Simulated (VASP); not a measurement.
Set up this calculation in VASP 6.6.1, as the native input.

```yaml
Task: single point
Functional: revPBE
Potentials_or_basis: VASP PAW PBE potentials, release 64 (Sr_sv)
Cutoff: 520 eV
k_mesh: 15 × 15 × 15
Occupations: fermi-dirac, width 0.1 eV
Spin: no spin polarisation
Dipole_correction: no
Further_INCAR_settings: ALGO = Normal; EDIFF = 1e-06; NBANDS = 11
```

The structure of Sr lies in POSCAR:

```
Sr
1.0
    0.0000000000      3.1063785008      3.1063785008
    3.1063785008      0.0000000000      3.1063785008
    3.1063785008      3.1063785008      0.0000000000
Sr
1
Direct
    0.0000000000      0.0000000000      0.0000000000
```

One way to write it, as run:

INCAR

```
PREC = Accurate
ENCUT = 520
EDIFF = 1E-6
ISMEAR = -1
SIGMA = 0.1
LREAL = F
LASPH = T
NELM = 60
ALGO = Normal
ISIF = 2
LWAVE = F
LCHARG = F
GGA = RE
NBANDS = 11
```

KPOINTS

```
regular mesh
0
Gamma
  15 15 15
```

Potentials or basis: VASP PAW PBE potentials, release 64 (Sr_sv).

The run is started by

```console
$ cat potpaw_PBE.64/Sr_sv/POTCAR > POTCAR
$ mpirun -np 1 vasp_std > vasp.out
```

It gave:

| Quantity | Value |
| --- | --- |
| Pressure | -0.4 GPa |
| Band gap on the k mesh | zero (bands 5 and 6 overlap by 0.14 eV) |

Caveat: the PAW data sets were made with another functional, which shifts forces and pressure a little.

It took 36 s on 1 thread of Intel(R) Xeon(R) 6975P-C (Granite Rapids), with other jobs on the host, peak memory 0.24 GiB.
